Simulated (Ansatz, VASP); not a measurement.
**One calculation of CdF2, two programs**

File POSCAR:

```
CdF2
1.0
    0.0000000000      2.6941776810      2.6941776810
    2.6941776810      0.0000000000      2.6941776810
    2.6941776810      2.6941776810      0.0000000000
Cd F
1 2
Direct
    0.0000000000      0.0000000000      0.0000000000
    0.2500000000      0.2500000000      0.2500000000
    0.7500000000      0.7500000000      0.7500000000
```

Contents of INCAR.step1:

```
PREC = Accurate
ENCUT = 520
EDIFF = 1E-5
ISMEAR = 0
SIGMA = 0.01
LREAL = False
LASPH = True
NELM = 60
ALGO = Normal
ISIF = 2
LWAVE = True
LCHARG = False
NBANDS = 20
GGA = PE
```

INCAR.step2

```
PREC = Accurate
ENCUT = 520
EDIFF = 1E-6
ISMEAR = 0
SIGMA = 0.01
LREAL = False
LASPH = True
NELM = 60
ALGO = Normal
ISIF = 2
LWAVE = False
LCHARG = False
GGA = PE
LHFCALC = True
HFSCREEN = 0.2079
PRECFOCK = Normal
NBANDS = 20
ISTART = 1
```

Contents of KPOINTS:

```
regular mesh
0
Gamma
  4 4 4
```

Input for Ansatz:

```yaml
crystal:
  lattice:
    - [0.0, 2.694177681, 2.694177681]
    - [2.694177681, 0.0, 2.694177681]
    - [2.694177681, 2.694177681, 0.0]
  atoms:
    - { symbol: Cd, position: [0.0, 0.0, 0.0] }
    - { symbol: F, position: [0.25, 0.25, 0.25] }
    - { symbol: F, position: [0.75, 0.75, 0.75] }
kpoints:
  mp_grid: { grid: [4, 4, 4] }
hamiltonian:
  xc: hse06
scf:
  occupations: { method: fixed }
  n_extra_bands: 4
  exx: { singularity: none }
output:
  forces: true
  stress: true
  eigenvalues: true
```

Alike in both runs: task single point; functional HSE06; k mesh 4 × 4 × 4; no spin polarisation.

|  | VASP | Ansatz |
| --- | --- | --- |
| version | VASP 6.6.1 | Ansatz 0.2.0 |
| potentials or method | VASP PAW PBE potentials, release 64 (Cd, F) | plane waves |
| plane-wave cutoff (eV) | 520 | 420 |
| occupations | gaussian, width 0.01 eV | fixed |
| valence electrons in the cell | 26 | 34 |

```tsv
	VASP	Ansatz	Ansatz less VASP
gap on the k mesh at the Fermi level (eV)	5.16	5.21	+0.045
pressure (GPa)	2.7	1.7	-0.92
```

VASP's potentials hold 26 valence electrons a cell and Ansatz's 34, so a difference there can come from the potentials and not from the codes. Ansatz's warnings: stress exchange threshold loose, stress scf threshold loose.

The k mesh is coarse, so the values compare programs but aren't converged.
